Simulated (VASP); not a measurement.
# Pt: single point with r2SCAN

Crystal: Pt.

```xyz
1
Lattice="-1.6609 1.5851 1.5851 1.5851 -1.6609 1.5851 1.5851 1.5851 -1.6609" Properties=species:S:1:pos:R:3 pbc="T T T"
Pt    0.0000    0.0000    0.0000
```

This cell differs from its parent crystal: ratio of the length along [111] to the lengths across it x 0.93, volume and fractional coordinates fixed.

- Program: VASP 6.6.1
- Task: single point
- Functional: r2SCAN
- Potentials or basis: VASP PAW PBE potentials, release 64 (Pt)
- Cutoff: 520 eV
- k mesh: 24 × 24 × 24
- Occupations: gaussian, width 0.15 eV
- Spin: no spin polarisation

- Pressure: -3.8 GPa
- Band gap on the k mesh: zero (band 5 reaches 11.06 eV, above the bottom of band 6 at 8.36 eV)

Stress tensor (GPa, compression positive):
```
-3.80  8.60  8.60
 8.60 -3.80  8.60
 8.60  8.60 -3.80
```

Levels at points of the mesh, in eV from the Fermi level:
| k point | band 2 | band 3 | band 4 | band 5 | band 6 | band 7 | band 8 | band 9 |
| --- | --- | --- | --- | --- | --- | --- | --- | --- |
| (0.00, 0.00, 0.00) | -4.31 | -3.29 | -3.29 | -0.99 | -0.99 | 17.24 | 18.45 | 18.45 |
| (0.50, 0.00, 0.00) | -4.88 | -1.42 | -1.07 | 0.87 | 1.22 | 7.33 | 13.80 | 16.26 |
| (0.50, 0.50, 0.00) | -5.25 | -1.01 | -0.53 | 0.14 | 0.89 | 5.94 | 13.87 | 17.50 |
| (0.50, 0.50, 0.50) | -6.25 | 0.23 | 0.23 | 1.18 | 8.12 | 8.12 | 8.20 | 13.52 |

Run time: 8 min on 1 thread of Intel(R) Xeon(R) Platinum 8375C CPU @ 2.90GHz (Ice Lake) (shared host), peak memory 0.35 GiB.

Caveat: the PAW data sets were made with another functional, which shifts forces and pressure a little; spin-orbit coupling is left out, which moves the levels of the heavy elements.
